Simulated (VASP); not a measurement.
Write the native input for VASP 6.6.1 that does the following.

```
Task                   : single point
Functional             : PBE
Potentials or basis    : VASP PAW PBE potentials, release 64 (Si, Ge_d)
Cutoff                 : 500 eV
k mesh                 : 6 × 6 × 2
Occupations            : gaussian, width 0.1 eV
Spin                   : no spin polarisation
Dipole correction      : no
Further INCAR settings : ALGO = Normal; EDIFF = 1e-06; NBANDS = 21
```

The structure of Si3Ge lies in POSCAR:

```
Si3Ge
1.0
    2.7223847300      0.0000000000      0.0000000000
   -1.3611923700      2.3576543400      0.0000000000
    0.0000000000      0.0000000000     10.1071979700
Si Ge
3 1
Direct
    0.3333333300      0.6666666700      0.7500000000
    0.3333333300      0.6666666700      0.2500000000
    0.6666666700      0.3333333300      0.0000000000
    0.6666666700      0.3333333300      0.5000000000
```

These files were run (other wordings do the same):

INCAR

```
SYSTEM = Si3Ge
PREC = Accurate
ENCUT = 500
EDIFF = 1E-6
ISMEAR = 0
SIGMA = 0.1
LREAL = .FALSE.
LASPH = .TRUE.
NELM = 120
ALGO = Normal
ISIF = 2
LWAVE = .FALSE.
LCHARG = .TRUE.
GGA = PE
LELF = .TRUE.
LVHAR = .TRUE.
NBANDS = 21
GGA_COMPAT = .FALSE.
```

KPOINTS

```
Automatic mesh
0
G
  6 6 2
  0 0 0
```

Potentials or basis: VASP PAW PBE potentials, release 64 (Si, Ge_d).

Launch:

```console
$ cat potpaw_PBE.64/Si/POTCAR potpaw_PBE.64/Ge_d/POTCAR > POTCAR
$ mpirun -np 1 vasp_std > vasp.out
```

It gave:

```
Pressure               : 1.1 GPa
Largest force          : 0.480 eV/Å
Band gap on the k mesh : zero (bands 13 and 14 overlap by 10.07 eV)
```

Caveat: the k points lie up to 0.44 Å⁻¹ apart, too coarse for converged energies and pressures of a metal.

Run time: 35 s on 1 thread of Intel(R) Xeon(R) Platinum 8375C CPU @ 2.90GHz (Ice Lake), on a shared host, peak memory 0.17 GiB.
